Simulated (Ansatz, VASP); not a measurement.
Si8N: VASP beside Ansatz

```
Si N
1.0
     6.41879    0.00000    0.00000
     0.00000    6.41879    0.00000
     0.00000    0.00000    3.35993
Si N
8 1
Direct
  0.20270 0.50000 0.50000
  0.79730 0.50000 0.50000
  0.50000 0.20270 0.50000
  0.50000 0.79730 0.50000
  0.72612 0.00000 0.00000
  0.27388 0.00000 0.00000
  0.00000 0.72612 0.00000
  0.00000 0.27388 0.00000
  0.50000 0.50000 0.50000
```

Alike in both runs: functional PBE; k mesh 4 × 4 × 6; occupations gaussian, width 0.1 eV; no spin polarisation.

Ansatz relaxed the structure, and its values are those at the end. VASP's run is a single point on that final structure, the one shown.

|  | VASP | Ansatz |
| --- | --- | --- |
| version | VASP 6.6.1 | Ansatz 0.2.0 |
| potentials or method | VASP PAW PBE potentials, release 64 (Si, N), cutoff 520 eV | scalar-relativistic, plane waves, PAW |
| valence electrons in the cell | 37 | 37 |

VASP gave:

* gap on the k mesh at the Fermi level (eV): none
* pressure (GPa): 0.0
* rms of the force components (eV/Å): 0.005

Question: Estimate Ansatz's values.

Answer: gap on the k mesh at the Fermi level (eV): none; pressure (GPa): 0.1; rms of the force components (eV/Å): 0.006.

A gap of «none» marks a metal or a gap that the smearing closes.
